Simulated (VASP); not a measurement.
# WC (I4/mmm) in VASP: single point with PBEsol

Aim: the single point of WC with PBEsol.

All numbers are computed with VASP 6.6.1; they aren't measurements. Logs are shortened: lines on timing, memory, paths and dates and some standing lists are left out, and cuts for length are marked.

**1. The cell of the first run**

Symmetry: I4/mmm, No. 139, tetragonal system. The conventional cell has a = 3.004 Å, b = 3.004 Å, c = 4.673 Å, α = 90.00°, β = 90.00°, γ = 90.00°. Within 2.8 Å of W (site symmetry 4/mmm) lie 6 C at 2.12 to 2.34 Å. Within 2.8 Å of C (site symmetry 4/mmm) lie 6 W at 2.12 to 2.34 Å.

**2. Single point, PBEsol**

INCAR reads:

```
PREC     = Accurate       # precision mode
ENCUT    = 1300           # plane-wave cutoff, eV
EDIFF    = 1E-6           # SCF threshold, eV
ISMEAR   = 0              # smearing method
SIGMA    = 0.15           # smearing width, eV
LREAL    = F              # projectors in reciprocal space
LASPH    = T              # aspherical terms in the spheres
NELM     = 120            # most SCF steps
ALGO     = Normal         # electronic algorithm
ISIF     = 2              # what is computed and relaxed
LWAVE    = F              # write WAVECAR
LCHARG   = T              # write CHGCAR
GGA      = PS             # functional
LELF     = T              # ELF
LVHAR    = T            
NBANDS   = 16             # bands
GGA_COMPAT= F
```

KPOINTS reads:

```
Automatic mesh
0
Gamma
  20 20 20
```

POSCAR reads:

```
WC
1.0
    0.0000000000      2.1241172499      2.3365289749
    2.1241172499      0.0000000000      2.3365289749
    2.1241172499      2.1241172499      0.0000000000
W C
1 1
Direct
    0.0000000000      0.0000000000      0.0000000000
    0.5000000000      0.5000000000      0.5000000000
```

Potentials or basis: VASP PAW PBE potentials, release 64 (W_sv, C_h).

The run is started by

```sh
$ cat potpaw_PBE.64/W_sv/POTCAR potpaw_PBE.64/C_h/POTCAR > POTCAR
$ mpirun -np 1 vasp_std > vasp.out
```

OUTCAR:

```text
PREC = Accurate
   ENCUT = 1300
   EDIFF = 1E-6
   ISMEAR = 0
   LREAL = F
   LASPH = T
   NELM = 120
   ISIF = 2
   GGA = PS

 ion  position               nearest neighbor table
   1  0.000  0.000  0.000-   2 2.12   2 2.12   2 2.12   2 2.12   2 2.34   2 2.34
   2  0.500  0.500  0.500-   1 2.12   1 2.12   1 2.12   1 2.12   1 2.34   1 2.34

  LATTYP: Found a body centered tetragonal cell.
 ALAT       =     3.0039554229
 C/A-ratio  =     1.5556349186

  Lattice vectors:

 A1 = (  -2.1241172499,   0.0000000000,   2.3365289749)
 A2 = (   2.1241172499,   0.0000000000,   2.3365289749)
 A3 = (   0.0000000000,   2.1241172499,  -2.3365289749)

Analysis of symmetry for initial positions (statically):
=====================================================================
 Subroutine PRICEL returns:
 Original cell was already a primitive cell.

 Routine SETGRP: Setting up the symmetry group for a
 body centered tetragonal supercell.

 Subroutine GETGRP returns: Found 16 space group operations
 (whereof 16 operations were pure point group operations)
 out of a pool of 16 trial point group operations.

The static configuration has the point symmetry D_4h.

Analysis of symmetry for dynamics (positions and initial velocities):
=====================================================================
 Subroutine PRICEL returns:
 Original cell was already a primitive cell.

 Routine SETGRP: Setting up the symmetry group for a
 body centered tetragonal supercell.

 Subroutine GETGRP returns: Found 16 space group operations
 (whereof 16 operations were pure point group operations)
 out of a pool of 16 trial point group operations.

The dynamic configuration has the point symmetry D_4h.

 Subroutine INISYM returns: Found 16 space group operations
 (whereof 16 operations are pure point group operations),
 and found     1 'primitive' translations

----------------------------------------------------------------------------------------

                                     Primitive cell

  volume of cell :      21.0842

  direct lattice vectors                    reciprocal lattice vectors
     0.000000000  2.124117250  2.336528975    -0.235391902  0.235391902  0.213992638
     2.124117250  0.000000000  2.336528975     0.235391902 -0.235391902  0.213992638
     2.124117250  2.124117250  0.000000000     0.235391902  0.235391902 -0.213992638

  length of vectors
     3.157727306  3.157727306  3.003955423     0.395741765  0.395741765  0.395741765

  position of ions in fractional coordinates (direct lattice)
     0.000000000  0.000000000  0.000000000
     0.500000000  0.500000000  0.500000000

  ion indices of the primitive-cell ions
   primitive index   ion index
                 1           1
                 2           2

----------------------------------------------------------------------------------------

 KPOINTS: Automatic mesh

Automatic generation of k-mesh.
 Grid dimensions read from file:
 generate k-points for:   20   20   20

 Generating k-lattice:

  Cartesian coordinates                     Fractional coordinates (reciprocal lattice)
    -0.011769595  0.011769595  0.010699632     0.050000000  0.000000000  0.000000000
     0.011769595 -0.011769595  0.010699632     0.000000000  0.050000000  0.000000000
     0.011769595  0.011769595 -0.010699632    -0.000000000 -0.000000000  0.050000000

  Length of vectors
     0.019787088  0.019787088  0.019787088

  Shift w.r.t. Gamma in fractional coordinates (k-lattice)
     0.000000000  0.000000000  0.000000000

 Subroutine IBZKPT returns following result:
 ===========================================

 Found    641 irreducible k-points:

 Following reciprocal coordinates:
            Coordinates               Weight
  0.000000  0.000000  0.000000      1.000000
  0.050000  0.000000  0.000000      8.000000
  0.100000  0.000000  0.000000      8.000000
  0.150000  0.000000  0.000000      8.000000
  0.200000  0.000000  0.000000      8.000000
  0.250000  0.000000  0.000000      8.000000
[... 16 lines left out ...]
 -0.400000  0.050000  0.000000      8.000000
 -0.350000  0.050000  0.000000      8.000000
 [... further k-points ...]
   k-points           NKPTS =    641   k-points in BZ     NKDIM =    641   number of bands    NBANDS=     16
   number of dos      NEDOS =    301   number of ions     NIONS =      2
   total plane-waves  NPLWV =  57600
   dimension x,y,z NGX =    40 NGY =   40 NGZ =   36
   dimension x,y,z NGXF=    80 NGYF=   80 NGZF=   72
   ions per type =               1   1
   NGX,Y,Z   is equivalent  to a cutoff of  21.06, 21.06, 19.92 a.u.
   NGXF,Y,Z  is equivalent  to a cutoff of  42.12, 42.12, 39.85 a.u.
 SYSTEM =  unknown system
   PREC   = accura    normal or accurate (medium, high low for compatibility)
   ISTART =      0    job   : 0-new  1-cont  2-samecut
   ICHARG =      2    charge: 1-file 2-atom 10-const
   ISPIN  =      1    spin polarized calculation?
   LNONCOLLINEAR =      F non collinear calculations
   LSORBIT =      F    spin-orbit coupling
   LASPH  =      T    aspherical Exc in radial PAW
   ENCUT  = 1300.0 eV  95.55 Ry    9.77 a.u.   9.28  9.28  8.83*2*pi/ulx,y,z
   NELM   =    120;   NELMIN=  2; NELMDL= -5     # of ELM steps
   EDIFF  = 0.1E-05   stopping-criterion for ELM
   LREAL  =      F    real-space projection
[... 7 lines left out ...]
   TEBEG  =    0.0;   TEEND  =   0.0 temperature during run
   PSTRESS=    0.0 pullay stress
   NELECT =      18.0000    total number of electrons
   NUPDOWN=      -1.0000    fix difference up-down
   EMIN   =  10.00;   EMAX   =-10.00  energy-range for DOS
   EFERMI =   0.00;   METHOD = LEGACY
   ISMEAR =     0;   SIGMA  =   0.15  broadening in eV -4-tet -1-fermi 0-gaus
   EFERMI_NEDOS =   21; number of points for ismear=-14 and -15
   IALGO  =     38    algorithm
   IMIX   =      4    mixing-type and parameters
     AMIX     =   0.40;   BMIX     =  1.00
     AMIX_MAG =   1.60;   BMIX_MAG =  1.00
  volume/ion in A,a.u.               =      10.54        71.14
  Fermi-wavevector in a.u.,A,eV,Ry     =   1.553029  2.934800 32.815887  2.411900
  Thomas-Fermi vector in A             =   2.657319
   LORBIT       =      0    0 simple, 1 ext, 2 COOP (PROOUT), +10 PAW based schemes
   GGA     = PS    functional components
   LHFCALC =     F    Hartree Fock is set to
   AEXX    =    0.0000 exact exchange contribution
   IVDW    =     0    specifies the selected vdW correction
   LEPSILON=     F    determine dielectric tensor
   LRPA    =     F    only Hartree local field effects (RPA)
 non-spin polarized calculation
 Gauss-broadening in eV      SIGMA  =   0.15
  energy-cutoff  :     1300.00
  volume of cell :       21.08
 maximum number of plane-waves:      2281
 NGX is ok and might be reduce to    40
   NGX = 19   NGY = 19   NGZ = 17

 number of electron      18.0000000 magnetization

 Free energy of the ion-electron system (eV)
  ---------------------------------------------------
  ext. energy  EPLUGINS =         0.00000000
  ---------------------------------------------------
  free energy    TOTEN  =       -22.80615161 eV

  energy without entropy =      -22.79496337  energy(sigma->0) =      -22.80055749

 E-fermi :  12.5245     XC(G=0): -13.8644

 val. band max:       12.5238016639   @ k =  -0.2500   0.3000   0.1000
 cond. band min:      12.5270011131   @ k =  -0.1500   0.0000   0.1500
 fundamental gap:      0.0031994492
 Fermi energy:        12.5244616282

 k-point     1 :       0.0000    0.0000    0.0000
  band No.  band energies     occupation
      1     -62.7573      2.00000
      2     -26.7740      2.00000
      3     -26.7644      2.00000
      4     -26.7644      2.00000
      5      -3.2300      2.00000
      6       9.0489      2.00000
[... 8 lines left out ...]
     15      22.3087      0.00000
     16      35.1032      0.00000

 k-point     2 :       0.0500    0.0000    0.0000
  band No.  band energies     occupation
      1     -62.7564      2.00000
      2     -26.7836      2.00000
      3     -26.7730      2.00000
      4     -26.7648      2.00000
      5      -3.1583      2.00000
      6       8.9770      2.00000
[... 8 lines left out ...]
     15      22.4774      0.00000
     16      33.9247      0.00000

 k-point     3 :       0.1000    0.0000    0.0000
  band No.  band energies     occupation
      1     -62.7537      2.00000
      2     -26.8276      2.00000
      3     -26.7817      2.00000
      4     -26.7662      2.00000
      5      -2.9465      2.00000
      6       8.6706      2.00000
[... 8 lines left out ...]
     15      22.9543      0.00000
     16      32.2645      0.00000

 k-point     4 :       0.1500    0.0000    0.0000
  band No.  band energies     occupation
      1     -62.7494      2.00000
      2     -26.8973      2.00000
      3     -26.7934      2.00000
      4     -26.7682      2.00000
      5      -2.6038      2.00000
      6       8.0341      2.00000
[... 8 lines left out ...]
     15      23.6392      0.00000
     16      30.6677      0.00000
[... 324 lines left out ...]
 k-point    22 :      -0.4500    0.0500    0.0000
  band No.  band energies     occupation
      1     -62.7189      2.00000
      2     -27.3691      2.00000
      3     -26.8835      2.00000
      4     -26.7828      2.00000
      5       1.3468      2.00000
      6       2.9248      2.00000
[... 8 lines left out ...]
     15      23.9421      0.00000
     16      25.4000      0.00000

 k-point    23 :      -0.4000    0.0500    0.0000
  band No.  band energies     occupation
      1     -62.7207      2.00000
      2     -27.3431      2.00000
      3     -26.8784      2.00000
      4     -26.7788      2.00000
      5       0.7850      2.00000
      6       3.5282      2.00000
[... 8 lines left out ...]
     15      24.3754      0.00000
     16      26.0320      0.00000

 k-point    24 :      -0.3500    0.0500    0.0000
  band No.  band energies     occupation
      1     -62.7242      2.00000
      2     -27.2917      2.00000
      3     -26.8685      2.00000
      4     -26.7745      2.00000
      5       0.0982      2.00000
      6       4.2933      2.00000
[... 8 lines left out ...]
     15      25.0323      0.00000
     16      26.5230      0.00000

 [... further k-points ...]

------------------------ aborting loop because EDIFF is reached ----------------------------------------

  FORCE on cell =-STRESS in cart. coord.  units (eV):
  Direction    XX          YY          ZZ          XY          YZ          ZX
  --------------------------------------------------------------------------------------
  -------------------------------------------------------------------------------------
  Total        1.5466108      1.5466108     -4.0149456      0.0000000      0.0000000      0.0000000
  in kB      117.5258744    117.5258744   -305.0929094      0.0000000      0.0000000      0.0000000
  external PRESSURE =     -23.3470535 kB  Pullay stress =       0.0000000 kB

 VOLUME and BASIS-vectors are now :
 -----------------------------------------------------------------------------
  energy-cutoff  :     1300.00
  volume of cell :       21.08
      direct lattice vectors                 reciprocal lattice vectors
     0.000000000  2.124117250  2.336528975    -0.235391902  0.235391902  0.213992638
     2.124117250  0.000000000  2.336528975     0.235391902 -0.235391902  0.213992638
     2.124117250  2.124117250  0.000000000     0.235391902  0.235391902 -0.213992638

 POSITION                                       TOTAL-FORCE (eV/Angst)
 -----------------------------------------------------------------------------------
      0.00000      0.00000      0.00000        -0.000000      0.000000     -0.000000
      2.12412      2.12412      2.33653         0.000000     -0.000000      0.000000
 -----------------------------------------------------------------------------------
    total drift:                                0.000000     -0.000000     -0.000000

  FREE ENERGIE OF THE ION-ELECTRON SYSTEM (eV)
  ---------------------------------------------------
  free  energy   TOTEN  =       -22.8061516053 eV

  energy  without entropy=      -22.7949633744  energy(sigma->0) =      -22.80055749
```

Run time: 5.3 min. Hardware: 1 thread of Intel Xeon 6975P-C (Granite Rapids), shared host; peak memory 0.91 GiB.

Results:

```yaml
Free_energy: -22.8062 eV
Pressure: -2.3 GPa
Band_gap_on_the_k_mesh: zero (bands 9 and 10 overlap by 3.04 eV)
```

Levels at points of the mesh, in eV from the Fermi level:
```
           k point  band 7  band 8  band 9  band 10  band 11  band 12
(0.00, 0.00, 0.00)   -2.26   -2.26   -1.81    -1.24    -0.86    -0.86
(0.50, 0.00, 0.00)   -6.72   -6.54    0.86     1.47     2.56     4.82
(0.50, 0.50, 0.00)   -5.74   -2.00   -2.00     0.85     2.26     2.26
(0.50, 0.00, 0.50)   -5.15   -2.67   -2.52     0.72     1.67     2.90
```

Caveat: the stress differs along the axes, from -31 to 12 GPa; the PAW data sets were made with another functional, which shifts forces and pressure a little; spin-orbit coupling is left out, which moves the levels of the heavy elements.
